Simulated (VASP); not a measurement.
The system is Sn2Te3O.

```xyz
6
Lattice="3.0172 1.7420 5.7061 -3.0172 1.7420 5.7061 0.0000 -3.4839 5.7061" Properties=species:S:1:pos:R:3 pbc="T T T"
Sn    0.0000    0.0000    1.7590
Sn    0.0000    0.0000   15.3594
Te    0.0000    1.7420    5.7061
Te   -1.5086   -0.8710    5.7061
Te    1.5086   -0.8710    5.7061
O     0.0000    0.0000    0.0000
```

The cell was generated, and may not be a known phase.

| Item | Value |
| --- | --- |
| Program | VASP 6.6.1 |
| Task | relaxation of cell and atoms |
| Functional | PBE |
| Potentials or basis | VASP PAW PBE potentials, release 64 (Sn_d, Te, O) |
| Cutoff | 600 eV |
| k mesh | 3 × 3 × 3 |
| Occupations | gaussian, width 0.1 eV |
| Spin | no spin polarisation |

At the start: pressure 13.1 GPa; volume 29.99 Å³/atom.

Question: Where does the relaxation end?

Answer: Over 24 steps the energy falls by 374.1 meV/atom and the volume is 29.95 Å³/atom (-0.1 %); space group R-3m (No. 166, to 0.1 Å) before and after.

Step by step:
```tsv
step	energy change (eV)	largest force (eV/Å)	pressure (GPa)	volume (Å³)
1	0.0000	7.2143	13.08	179.94
2	0.7684	1.6092	-6.70	250.71
3	-1.5309	0.5877	-0.85	204.18
4	-1.5701	0.2845	-0.02	201.47
5	-1.5836	0.1073	0.96	198.60
6	-1.5836	0.0499	0.82	198.99
7	-1.7385	0.0632	-0.07	204.68
8	-1.8034	0.5282	-0.95	212.87
9	-1.8080	0.3785	-0.79	210.98
10	-1.8498	0.7320	-0.31	206.65
11	-1.8837	1.9943	1.65	193.82
12	-1.8879	1.9976	1.67	193.45
13	-1.9002	2.0087	1.75	192.35
14	-1.9229	2.0339	1.92	190.15
15	-1.9586	2.1001	2.35	185.78
16	-1.9736	2.2718	3.62	177.11
17	-2.0623	1.7632	3.02	176.70
18	-2.2091	0.5834	1.62	175.47
19	-2.2291	0.1771	1.15	174.91
20	-2.2304	0.0564	1.02	174.72
21	-2.2350	0.0474	0.83	175.58
22	-2.2433	0.0174	0.30	178.18
23	-2.2369	0.0505	-0.64	183.45
24	-2.2444	0.0009	0.02	179.70
```

Final structure:
```
Sn Te O
1.0
     3.22780    1.86357    4.97889
    -3.22780    1.86357    4.97889
     0.00000   -3.72715    4.97889
Sn Te O
2 3 1
Direct
  0.13542 0.13542 0.13542
  0.86458 0.86458 0.86458
  0.50000 0.50000 0.00000
  0.00000 0.50000 0.50000
  0.50000 0.00000 0.50000
  0.00000 0.00000 0.00000
```

Caveat: the k points lie up to 0.40 Å⁻¹ apart in the final cell, too coarse for converged energies and pressures of a metal.
